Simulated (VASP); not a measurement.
Runs of VASP 6.6.1 on FeSi. The structure is that of space group Pm-3m (No. 221), or close to it. The cells are those of the table. 

```csv
task,cell,k mesh,cutoff (eV),gap on the mesh (eV),pressure (GPa)
single point,"a = 2.657 Å, 2 atoms",16 × 16 × 16,520,none,26.7
single point,"a = 2.449 Å, 2 atoms",18 × 18 × 18,520,none,181.9
single point,"a = 2.695 Å, 2 atoms",16 × 16 × 16,520,none,12.0
single point,"a = 2.536 Å, 2 atoms",18 × 18 × 18,520,none,97.6
single point,"a = 2.493 Å, 2 atoms",18 × 18 × 18,520,none,(b)
relaxation of cell and atoms,"relaxed from a = 2.732 Å, 2 atoms",16 × 16 × 16,600,none,0.0
single point,"a = 2.578 Å, 2 atoms",18 × 18 × 18,520,none,(c)
single point,"a = 2.732 Å, 2 atoms",16 × 16 × 16,520,none,0.6
single point,"a = 2.618 Å, 2 atoms",16 × 16 × 16,520,none,45.1
single point,"a = 2.768 Å, 2 atoms",16 × 16 × 16,520,none,(a)
```

Alike in all rows: level PBEsol; potentials or basis VASP PAW PBE potentials, release 64 (Fe, Si); no spin polarisation; smearing gaussian 0.05 eV.

Estimate the missing entries.

(a) -9.0; (b) 134.8; (c) 68.2.

Caveats: the PAW data sets were made with another functional, which shifts forces and pressure a little.

A gap of «none» marks levels without a gap at the run's occupations.
